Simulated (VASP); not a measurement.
# InSb (F-43m) in VASP: a series of runs

InSb is run at these levels: PBE; tasks: relaxation of cell and atoms, single point.

All numbers are computed with VASP 6.6.1; they aren't measurements. Logs are shortened: lines on timing, memory, paths and dates and some standing lists are left out, and cuts for length are marked.

## Step 1: The cell of the first run

Symmetry: F-43m, No. 216, cubic system. The conventional cell has a = 6.637 Å, b = 6.637 Å, c = 6.637 Å, α = 90.00°, β = 90.00°, γ = 90.00°. In (site symmetry -43m) has 4 Sb at 2.87 Å within 3.8 Å. Sb (site symmetry -43m) has 4 In at 2.87 Å within 3.8 Å.

## Step 2: Relaxation of cell and atoms, PBE, target pressure 7 GPa, at which the enthalpy is minimised

The input, INCAR:

```
SYSTEM = InSb
PREC = Accurate
ENCUT = 600
EDIFF = 1E-7
ISMEAR = -1
SIGMA = 0.15
LREAL = .FALSE.
LASPH = .TRUE.
NELM = 80
ALGO = Normal
ISIF = 3
LWAVE = .FALSE.
LCHARG = .FALSE.
GGA = PE
IBRION = 2
NSW = 80
EDIFFG = -0.001
PSTRESS = 70.0
```

The input, KPOINTS:

```
regular mesh
0
G
  12 12 12
  0 0 0
```

The input, POSCAR:

```
InSb
1.0
    0.0000000000      3.3185740835      3.3185740835
    3.3185740835      0.0000000000      3.3185740835
    3.3185740835      3.3185740835      0.0000000000
In Sb
1 1
Direct
    0.0000000000      0.0000000000      0.0000000000
    0.7500000000      0.7500000000      0.7500000000
```

Potentials or basis: VASP PAW PBE potentials, release 64 (In_d, Sb).

Started as:

```bash
$ cat potpaw_PBE.64/In_d/POTCAR potpaw_PBE.64/Sb/POTCAR > POTCAR
$ mpirun -np 1 vasp_std > vasp.out
```

OUTCAR:

```text
SYSTEM = InSb
   PREC = Accurate
   ENCUT = 600
   EDIFF = 1E-7
   ISMEAR = -1
   LREAL = .FALSE.
   LASPH = .TRUE.
   NELM = 80
   ISIF = 3
   GGA = PE
   IBRION = 2
   NSW = 80
   EDIFFG = -0.001
   PSTRESS = 70.0

 ion  position               nearest neighbor table
   1  0.000  0.000  0.000-   2 2.87   2 2.87   2 2.87   2 2.87
   2  0.750  0.750  0.750-   1 2.87   1 2.87   1 2.87   1 2.87

  LATTYP: Found a face centered cubic cell.
 ALAT       =     6.6371481670

  Lattice vectors:

 A1 = (   0.0000000000,   3.3185740835,   3.3185740835)
 A2 = (   3.3185740835,   0.0000000000,   3.3185740835)
 A3 = (   3.3185740835,   3.3185740835,   0.0000000000)

Analysis of symmetry for initial positions (statically):
=====================================================================
 Subroutine PRICEL returns:
 Original cell was already a primitive cell.

 Routine SETGRP: Setting up the symmetry group for a
 face centered cubic supercell.

 Subroutine GETGRP returns: Found 24 space group operations
 (whereof 24 operations were pure point group operations)
 out of a pool of 48 trial point group operations.

The static configuration has the point symmetry T_d .

Analysis of symmetry for dynamics (positions and initial velocities):
=====================================================================
 Subroutine PRICEL returns:
 Original cell was already a primitive cell.

 Routine SETGRP: Setting up the symmetry group for a
 face centered cubic supercell.

 Subroutine GETGRP returns: Found 24 space group operations
 (whereof 24 operations were pure point group operations)
 out of a pool of 48 trial point group operations.

The dynamic configuration has the point symmetry T_d .

 Subroutine INISYM returns: Found 24 space group operations
 (whereof 24 operations are pure point group operations),
 and found     1 'primitive' translations

----------------------------------------------------------------------------------------

                                     Primitive cell

  volume of cell :      73.0945

  direct lattice vectors                    reciprocal lattice vectors
     0.000000000  3.318574084  3.318574084    -0.150667120  0.150667120  0.150667120
     3.318574084  0.000000000  3.318574084     0.150667120 -0.150667120  0.150667120
     3.318574084  3.318574084  0.000000000     0.150667120  0.150667120 -0.150667120

  length of vectors
     4.693172477  4.693172477  4.693172477     0.260963107  0.260963107  0.260963107

  position of ions in fractional coordinates (direct lattice)
     0.000000000  0.000000000  0.000000000
     0.750000000  0.750000000  0.750000000

  ion indices of the primitive-cell ions
   primitive index   ion index
                 1           1
                 2           2

----------------------------------------------------------------------------------------

 KPOINTS: regular mesh

Automatic generation of k-mesh.
 Grid dimensions read from file:
 generate k-points for:   12   12   12

 Generating k-lattice:

  Cartesian coordinates                     Fractional coordinates (reciprocal lattice)
    -0.012555593  0.012555593  0.012555593     0.083333333  0.000000000  0.000000000
     0.012555593 -0.012555593  0.012555593     0.000000000  0.083333333  0.000000000
     0.012555593  0.012555593 -0.012555593     0.000000000  0.000000000  0.083333333

  Length of vectors
     0.021746926  0.021746926  0.021746926

  Shift w.r.t. Gamma in fractional coordinates (k-lattice)
     0.000000000  0.000000000  0.000000000

 Subroutine IBZKPT returns following result:
 ===========================================

 Found     72 irreducible k-points:

 Following reciprocal coordinates:
            Coordinates               Weight
  0.000000  0.000000  0.000000      1.000000
  0.083333  0.000000  0.000000      8.000000
  0.166667  0.000000  0.000000      8.000000
  0.250000  0.000000  0.000000      8.000000
  0.333333  0.000000  0.000000      8.000000
  0.416667  0.000000  0.000000      8.000000
[... 16 lines left out ...]
  0.500000  0.166667  0.000000     24.000000
 -0.416667  0.166667  0.000000     24.000000
 [... further k-points ...]
   k-points           NKPTS =     72   k-points in BZ     NKDIM =     72   number of bands    NBANDS=     13
   number of dos      NEDOS =    301   number of ions     NIONS =      2
   total plane-waves  NPLWV =  64000
   dimension x,y,z NGX =    40 NGY =   40 NGZ =   40
   dimension x,y,z NGXF=    80 NGYF=   80 NGZF=   80
   ions per type =               1   1
   NGX,Y,Z   is equivalent  to a cutoff of  14.17, 14.17, 14.17 a.u.
   NGXF,Y,Z  is equivalent  to a cutoff of  28.34, 28.34, 28.34 a.u.
 SYSTEM =  InSb
   PREC   = accura    normal or accurate (medium, high low for compatibility)
   ISTART =      0    job   : 0-new  1-cont  2-samecut
   ICHARG =      2    charge: 1-file 2-atom 10-const
   ISPIN  =      1    spin polarized calculation?
   LNONCOLLINEAR =      F non collinear calculations
   LSORBIT =      F    spin-orbit coupling
   LASPH  =      T    aspherical Exc in radial PAW
   ENCUT  =  600.0 eV  44.10 Ry    6.64 a.u.   9.37  9.37  9.37*2*pi/ulx,y,z
   NELM   =     80;   NELMIN=  2; NELMDL= -5     # of ELM steps
   EDIFF  = 0.1E-06   stopping-criterion for ELM
   LREAL  =      F    real-space projection
   EDIFFG = -.1E-02   stopping-criterion for IOM
   NSW    =     80    number of steps for IOM
   IBRION =      2    ionic relax: 0-MD 1-quasi-New 2-CG
   NFREE  =      1    steps in history (QN), initial steepest desc. (CG)
   ISIF   =      3    stress and relaxation
   ISYM   =      2    0-nonsym 1-usesym 2-fastsym
   POTIM  = 0.5000    time-step for ionic-motion
   TEBEG  =    0.0;   TEEND  =   0.0 temperature during run
   PSTRESS=   70.0 pullay stress
   NELECT =      18.0000    total number of electrons
   NUPDOWN=      -1.0000    fix difference up-down
   EMIN   =  10.00;   EMAX   =-10.00  energy-range for DOS
   EFERMI =   0.00;   METHOD = LEGACY
   ISMEAR =    -1;   SIGMA  =   0.15  broadening in eV -4-tet -1-fermi 0-gaus
   EFERMI_NEDOS =   21; number of points for ismear=-14 and -15
   IALGO  =     38    algorithm
   IMIX   =      4    mixing-type and parameters
     AMIX     =   0.40;   BMIX     =  1.00
     AMIX_MAG =   1.60;   BMIX_MAG =  1.00
  volume/ion in A,a.u.               =      36.55       246.63
  Fermi-wavevector in a.u.,A,eV,Ry     =   1.026134  1.939112 14.326273  1.052951
  Thomas-Fermi vector in A             =   2.160011
   LORBIT       =      0    0 simple, 1 ext, 2 COOP (PROOUT), +10 PAW based schemes
   GGA     = PE    functional components
   LHFCALC =     F    Hartree Fock is set to
   AEXX    =    0.0000 exact exchange contribution
   IVDW    =     0    specifies the selected vdW correction
   LEPSILON=     F    determine dielectric tensor
   LRPA    =     F    only Hartree local field effects (RPA)
 conjugate gradient relaxation of ions
 non-spin polarized calculation
  energy-cutoff  :      600.00
  volume of cell :       73.09
 maximum number of plane-waves:      2468
 NGX is ok and might be reduce to    40
   NGX = 19   NGY = 19   NGZ = 19

--------------------------------------- Ionic step        1  -------------------------------------------

 number of electron      18.0000000 magnetization

 Free energy of the ion-electron system (eV)
  ---------------------------------------------------
  ext. energy  EPLUGINS =         0.00000000
  ---------------------------------------------------
  free energy    TOTEN  =        -6.95562886 eV

  energy without entropy =       -6.94699746  energy(sigma->0) =       -6.95131316

 E-fermi :   4.6002     XC(G=0):  -8.3803

 val. band max:        4.3681361048   @ k =   0.0000   0.0000   0.0000
 cond. band min:       4.7864508246   @ k =   0.5000   0.0000   0.0000
 fundamental gap:      0.4183147198
 Fermi energy:         4.6002127426

 k-point     1 :       0.0000    0.0000    0.0000
  band No.  band energies     occupation
      1     -10.0950      2.00000
      2     -10.0950      2.00000
      3     -10.0950      2.00000
      4     -10.0283      2.00000
      5     -10.0283      2.00000
      6      -5.9130      2.00000
      7       3.7735      1.99195
      8       4.3681      1.64901
      9       4.3681      1.64901
     10       4.3681      1.64901
     11       7.3352      0.00000
     12       7.3352      0.00000
     13       7.3352      0.00000

 k-point     2 :       0.0833    0.0000    0.0000
  band No.  band energies     occupation
      1     -10.0974      2.00000
      2     -10.0939      2.00000
      3     -10.0939      2.00000
      4     -10.0284      2.00000
      5     -10.0284      2.00000
      6      -5.8561      2.00000
      7       2.9806      1.99996
      8       4.2808      1.78748
      9       4.2808      1.78748
     10       4.8976      0.24213
     11       7.4382      0.00000
[... 339 lines left out ...]
 k-point    24 :      -0.4167    0.1667    0.0000
  band No.  band energies     occupation
      1     -10.1340      2.00000
      2     -10.0776      2.00000
      3     -10.0762      2.00000
      4     -10.0292      2.00000
      5     -10.0272      2.00000
      6      -4.5872      2.00000
      7      -0.8900      2.00000
      8       2.2204      2.00000
      9       3.2276      1.99979
     10       5.9639      0.00023
     11       8.0505      0.00000
     12       8.8015      0.00000
     13      10.5099      0.00000

 [... further k-points ...]
[... 5 lines left out ...]
  --------------------------------------------------------------------------------------
  -------------------------------------------------------------------------------------
  Total       -0.0024879     -0.0024879     -0.0024879      0.0000000      0.0000000     -0.0000000
  in kB       -0.0545322     -0.0545322     -0.0545322      0.0000000      0.0000000     -0.0000000
  external PRESSURE =     -70.0545322 kB  Pullay stress =      70.0000000 kB

 VOLUME and BASIS-vectors are now :
 -----------------------------------------------------------------------------
  energy-cutoff  :      600.00
  volume of cell :       73.09
      direct lattice vectors                 reciprocal lattice vectors
     0.000000000  3.318574084  3.318574084    -0.150667120  0.150667120  0.150667120
     3.318574084  0.000000000  3.318574084     0.150667120 -0.150667120  0.150667120
     3.318574084  3.318574084  0.000000000     0.150667120  0.150667120 -0.150667120
[... 160 lines left out ...]
  FREE ENERGIE OF THE ION-ELECTRON SYSTEM (eV)
  ---------------------------------------------------
  free  energy   TOTEN  =        -6.7789766544 eV

  energy  without entropy=       -6.7750536083  energy(sigma->0) =       -6.77701513

  enthalpy is  TOTEN    =        -3.9931076616 eV   P V=        2.7858689928

--------------------------------------- Ionic step        6  -------------------------------------------

 number of electron      18.0000001 magnetization

 Free energy of the ion-electron system (eV)
  ---------------------------------------------------
  ext. energy  EPLUGINS =         0.00000000
  ---------------------------------------------------
  free energy    TOTEN  =        -6.77634449 eV

  energy without entropy =       -6.77244022  energy(sigma->0) =       -6.77439236

 E-fermi :   6.1478     XC(G=0):  -8.9691

 val. band max:        6.0166186579   @ k =   0.0000   0.0000   0.0000
 cond. band min:       6.4790576000   @ k =   0.5000   0.0000   0.0000
 fundamental gap:      0.4624389421
 Fermi energy:         6.1478292958

 k-point     1 :       0.0000    0.0000    0.0000
  band No.  band energies     occupation
      1      -8.9400      2.00000
      2      -8.9400      2.00000
      3      -8.9400      2.00000
      4      -8.8347      2.00000
      5      -8.8347      2.00000
      6      -5.3314      2.00000
      7       5.8240      1.79303
      8       5.8240      1.79303
      9       5.8240      1.79303
     10       6.0166      1.41146
     11       8.7684      0.00000
     12       8.7684      0.00000
     13       8.7684      0.00000

 k-point     2 :       0.0833    0.0000    0.0000
  band No.  band energies     occupation
      1      -8.9443      2.00000
      2      -8.9381      2.00000
      3      -8.9381      2.00000
      4      -8.8349      2.00000
      5      -8.8349      2.00000
      6      -5.2616      2.00000
      7       4.6653      1.99990
      8       5.7103      1.89735
      9       5.7103      1.89735
     10       6.8023      0.02515
     11       8.9220      0.00000
[... 339 lines left out ...]
 k-point    24 :      -0.4167    0.1667    0.0000
  band No.  band energies     occupation
      1      -9.0087      2.00000
      2      -8.9111      2.00000
      3      -8.9086      2.00000
      4      -8.8370      2.00000
      5      -8.8336      2.00000
      6      -3.6193      2.00000
      7      -0.0184      2.00000
      8       3.2540      2.00000
      9       4.4135      1.99998
     10       7.6621      0.00008
     11       9.5480      0.00000
     12      10.3847      0.00000
     13      12.4173      0.00000

 [... further k-points ...]
[... 5 lines left out ...]
  --------------------------------------------------------------------------------------
  -------------------------------------------------------------------------------------
  Total        2.7848158      2.7848158      2.7848158      0.0000000      0.0000000      0.0000000
  in kB       70.0399994     70.0399994     70.0399994      0.0000000      0.0000000      0.0000000
  external PRESSURE =       0.0399994 kB  Pullay stress =      70.0000000 kB

 VOLUME and BASIS-vectors are now :
 -----------------------------------------------------------------------------
  energy-cutoff  :      600.00
  volume of cell :       63.70
      direct lattice vectors                 reciprocal lattice vectors
    -0.000000000  3.169885998  3.169885998    -0.157734379  0.157734379  0.157734379
     3.169885998  0.000000000  3.169885998     0.157734379 -0.157734379  0.157734379
     3.169885998  3.169885998 -0.000000000     0.157734379  0.157734379 -0.157734379

 POSITION                                       TOTAL-FORCE (eV/Angst)
 -----------------------------------------------------------------------------------
      0.00000      0.00000      0.00000        -0.000000     -0.000000     -0.000000
      4.75483      4.75483      4.75483         0.000000      0.000000      0.000000
 -----------------------------------------------------------------------------------
    total drift:                               -0.000000     -0.000000     -0.000000

  FREE ENERGIE OF THE ION-ELECTRON SYSTEM (eV)
  ---------------------------------------------------
  free  energy   TOTEN  =        -6.7763444948 eV

  energy  without entropy=       -6.7724402242  energy(sigma->0) =       -6.77439236

  enthalpy is  TOTEN    =        -3.9931190656 eV   P V=        2.7832254292

 reached required accuracy - stopping structural energy minimisation
```

Run time: 14 min. Hardware: 1 thread of AMD EPYC 7R13, shared host; peak memory 0.28 GiB.

What came out:

```
Free energy                                                : -6.7763 eV
Relaxed volume                                             : 31.85 Å³/atom
Relaxed cell                                               : a = 4.483 Å, b = 4.483 Å, c = 4.483 Å, α = 60.00°, β = 60.00°, γ = 60.00°
Space group after relaxing (to 0.1 Å)                      : F-43m (No. 216)
Energy change on relaxing (the run minimises the enthalpy) : +89.6 meV/atom
Ionic steps                                                : 6
Pressure after relaxing                                    : 7.0 GPa
```

The path:
| step | energy change (eV) | largest force (eV/Å) | pressure (GPa) | volume (Å³) |
| --- | --- | --- | --- | --- |
| 1 | 0.0000 | 0.0000 | -0.01 | 73.09 |
| 2 | 0.6070 | 0.0000 | 15.70 | 57.46 |
| 3 | 0.1742 | 0.0000 | 6.88 | 63.82 |
| 4 | 0.1819 | 0.0000 | 7.07 | 63.64 |
| 5 | 0.1767 | 0.0000 | 6.94 | 63.76 |
| 6 | 0.1793 | 0.0000 | 7.00 | 63.70 |

Final structure:
```
In Sb
1.0
     0.00000    3.16989    3.16989
     3.16989    0.00000    3.16989
     3.16989    3.16989    0.00000
In Sb
1 1
Cartesian
  0.0000 0.0000 0.0000
  4.7548 4.7548 4.7548
```

Caveat: the cell is relaxed towards a set pressure, so the run minimises the enthalpy, not the energy; spin-orbit coupling is left out, which moves the levels of the heavy elements.

## Step 3: Single point, PBE

This run uses another cell than the first one, of 28.65 Å³/atom.

The input, INCAR:

```
ALGO = Normal
EDIFF = 1E-7
ENCUT = 520
GGA = PE
ISIF = 2
ISMEAR = -1
LASPH = T
LCHARG = T
LELF = T
LREAL = F
LVHAR = T
LWAVE = F
NBANDS = 16
NELM = 100
PREC = Accurate
SIGMA = 0.15
```

The input, KPOINTS:

```
k-points
0
Gamma
  12 12 12
```

The input, POSCAR:

```
InSb
1.0
    0.0000000000      3.0598601169      3.0598601169
    3.0598601169      0.0000000000      3.0598601169
    3.0598601169      3.0598601169      0.0000000000
In Sb
1 1
Direct
    0.0000000000      0.0000000000      0.0000000000
    0.7500000000      0.7500000000      0.7500000000
```

Potentials or basis: VASP PAW PBE potentials, release 64 (In_d, Sb).

Started as:

```bash
$ cat potpaw_PBE.64/In_d/POTCAR potpaw_PBE.64/Sb/POTCAR > POTCAR
$ mpirun -np 1 vasp_std > vasp.out
```

Run time: 32 s. Hardware: 1 thread of AMD EPYC 9R45 (Zen 5), shared host; peak memory 0.19 GiB.

The run converged. Its results:

* Free energy: -6.3321 eV
* Pressure: 16.0 GPa
* Band gap on the k mesh: 0.83 eV

Levels at points of the mesh, in eV from the valence-band top:
```
           k point  band 5  band 6  band 7  band 8  band 9  band 10  band 11  band 12  band 13  band 14
(0.00, 0.00, 0.00)  -14.96  -11.96    0.00    0.00    0.00     0.83     2.89     2.89     2.89     5.85
(0.50, 0.00, 0.00)  -14.96  -10.11   -6.56   -1.31   -1.31     0.86     3.78     3.78     5.88     9.23
(0.50, 0.50, 0.00)  -14.95   -9.27   -6.75   -2.91   -2.91     0.99     1.15     9.18     9.18    10.03
```

Caveat: the cell stands under pressure; spin-orbit coupling is left out, which moves the levels of the heavy elements. A k mesh can miss the band edges.

[end of part 1 of 3]
